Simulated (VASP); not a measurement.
## BN: single point with revPBE

Crystal: BN.

```
B N
1.0
     2.41202    0.00000    0.00000
    -1.20601    2.08887    0.00000
     0.00000    0.00000    6.40670
B N
2 2
Direct
  0.33333 0.66667 0.25000
  0.66667 0.33333 0.75000
  0.33333 0.66667 0.75000
  0.66667 0.33333 0.25000
```

```json
{
 "Program": "VASP 6.6.1",
 "Task": "single point",
 "Functional": "revPBE",
 "Potentials or basis": "VASP PAW PBE potentials, release 64 (B, N)",
 "Cutoff": "600 eV",
 "k mesh": "8 × 8 × 3",
 "Occupations": "gaussian, width 0.01 eV",
 "Spin": "no spin polarisation",
 "Dipole correction": "no",
 "Further INCAR settings": "ALGO = Normal; EDIFF = 1e-06; NBANDS = 16"
}
```

The pressure is 40.7 GPa and the band gap on the k mesh is 4.46 eV, indirect (least direct gap 4.95 eV).

Stress tensor (GPa, compression positive):
```
57.88  0.00  0.00
 0.00 57.88  0.00
 0.00  0.00  6.40
```

Levels at points of the mesh, in eV from the valence-band top:
| k point | band 4 | band 5 | band 6 | band 7 | band 8 | band 9 | band 10 | band 11 | band 12 | band 13 |
| --- | --- | --- | --- | --- | --- | --- | --- | --- | --- | --- |
| (0.00, 0.00, 0.00) | -4.54 | -1.18 | -1.18 | -1.14 | -1.14 | 5.64 | 11.31 | 12.52 | 12.52 | 12.66 |
| (0.50, 0.00, 0.00) | -9.32 | -4.32 | -4.24 | -1.65 | -0.49 | 4.46 | 6.07 | 10.62 | 11.17 | 13.53 |

It took 5.7 s on 1 thread of Intel(R) Xeon(R) 6975P-C (Granite Rapids), with other jobs on the host, peak memory 0.15 GiB.

Caveat: the PAW data sets were made with another functional, which shifts forces and pressure a little; this functional lacks dispersion, which binds the layers, so the pressure and a relaxed spacing across them are unreliable. A k mesh can miss the band edges.
